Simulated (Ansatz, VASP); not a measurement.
## One calculation of Be3CdTe4, two programs

Contents of INCAR:

```
SYSTEM = Be3CdTe4
PREC     = Accurate       ! precision mode
ENCUT    = 600            ! plane-wave cutoff, eV
EDIFF    = 1E-6           ! SCF threshold, eV
ISMEAR   = 0              ! smearing method
SIGMA    = 0.2            ! smearing width, eV
LREAL    = .False.        ! projectors in reciprocal space
LASPH    = .True.         ! aspherical terms in the spheres
NELM     = 80             ! most SCF steps
ALGO     = Normal         ! electronic algorithm
ISIF     = 3              ! what is computed and relaxed
LWAVE    = .False.        ! write WAVECAR
LCHARG   = .False.        ! write CHGCAR
GGA      = PE             ! functional
IBRION   = 2              ! ionic algorithm
NSW      = 36             ! ionic steps
EDIFFG   = -0.08          ! ionic threshold
```

File KPOINTS:

```
Automatic mesh
0
Gamma
  4 4 4
  0 0 0
```

File POSCAR:

```
Be3CdTe4
1.0
   -2.8043272400      2.8043272400      5.6003218300
    2.8043272400     -2.8043272400      5.6003218300
    2.8043272400      2.8043272400     -5.6003218300
Be Cd Te
3 1 4
Direct
    0.5000000000      0.5000000000      0.0000000000
    0.7500000000      0.2500000000      0.5000000000
    0.2500000000      0.7500000000      0.5000000000
    0.0000000000      0.0000000000      0.0000000000
    0.3869999900      0.3869999900      0.5099999900
    0.6130000100      0.1230000000      0.0000000000
    0.8770000000      0.8770000000      0.4900000100
    0.1230000000      0.6130000100      0.0000000000
```

Input for Ansatz:

```yaml
crystal:
  lattice:
    - [-2.80432724, 2.80432724, 5.60032183]
    - [2.80432724, -2.80432724, 5.60032183]
    - [2.80432724, 2.80432724, -5.60032183]
  atoms:
    - { symbol: Be, position: [0.5, 0.5, 0.0] }
    - { symbol: Be, position: [0.75, 0.25, 0.5] }
    - { symbol: Be, position: [0.25, 0.75, 0.5] }
    - { symbol: Cd, position: [0.0, 0.0, 0.0] }
    - { symbol: Te, position: [0.38699999, 0.38699999, 0.50999999] }
    - { symbol: Te, position: [0.61300001, 0.123, 0.0] }
    - { symbol: Te, position: [0.877, 0.877, 0.49000001] }
    - { symbol: Te, position: [0.123, 0.61300001, 0.0] }
basis:
  ecutwfc: 420
kpoints:
  mp_grid: { grid: [4, 4, 4] }
hamiltonian:
  xc: pbe
scf:
  occupations: { method: gaussian, width: 0.2 }
  lower_state_search: "off"
output:
  forces: true
  stress: true
  eigenvalues: true
relax:
  adjacent_minimum: "off"
  f_tol: 0.08
  max_steps: 16
  cell: { stress_tol: 0.8 }
```

Change from the starting cell: species swapped into the Cu3SbS4 type (I-42m, No. 121).

Alike in both runs: task relaxation of cell and atoms; functional PBE; k mesh 4 × 4 × 4; occupations gaussian, width 0.2 eV; no spin polarisation.

```csv
,VASP,Ansatz
version,VASP 6.6.1,Ansatz 0.2.0
potentials or method,"VASP PAW PBE potentials, release 64 (Be, Cd, Te), cutoff 600 eV","scalar-relativistic, plane waves, PAW"
valence electrons in the cell,42,90
```

|  | VASP | Ansatz | Ansatz less VASP |
| --- | --- | --- | --- |
| gap on the k mesh at the Fermi level, each at its own relaxed structure (eV) | 2.02 | 2.06 | +0.043 |
| relaxed volume (Å³/atom) | 25.74 | 25.55 | -0.187 |
| relaxed cell length with the largest relative difference (Å) | 7.217 | 7.189 | -0.0285 |

VASP's potentials hold 42 valence electrons a cell and Ansatz's 90, so a difference there can come from the potentials and not from the codes.

Neither program's run includes spin-orbit coupling. Noted on VASP's run: the volume moved by over 15 % at a fixed basis, so the end points are rough.
